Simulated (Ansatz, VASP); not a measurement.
# Two plane-wave programs on Co

```
Co
1.0
     4.49782    0.00000    0.00000
     0.00000    4.49782    0.00000
     0.00000    0.00000    4.49782
Co
8
Direct
  0.00000 0.00000 0.00000
  0.50000 0.50000 0.50000
  0.25000 0.00000 0.50000
  0.75000 0.00000 0.50000
  0.50000 0.25000 0.00000
  0.50000 0.75000 0.00000
  0.00000 0.50000 0.25000
  0.00000 0.50000 0.75000
```

Alike in both runs: functional revPBE; k mesh 6 × 6 × 6; occupations fermi-dirac, width 0.05 eV; collinear spin.

Ansatz relaxed the structure, and its values are those at the end. VASP's run is a single point on that final structure, the one shown.

|  | VASP | Ansatz |
| --- | --- | --- |
| version | VASP 6.6.1 | Ansatz 0.2.0 |
| potentials or method | VASP PAW PBE potentials, release 64 (Co), cutoff 520 eV | plane waves (420 eV) with PAW, scalar-relativistic |
| valence electrons in the cell | 72 | 136 |

|  | VASP | Ansatz | Ansatz less VASP |
| --- | --- | --- | --- |
| pressure (GPa) | -0.6 | 0.0 | +0.62 |
| net moment per atom (μB) | 1.72 | 1.74 | +0.013 |
| size of the moment on the site where the two differ most (μB) | 1.70 | 1.76 | +0.064 |

VASP's potentials were made for PBE, not for revPBE. Site moments also hang on the region over which each program counts them. VASP's potentials hold 72 valence electrons a cell and Ansatz's 136, so a difference there can come from the potentials and not from the codes.
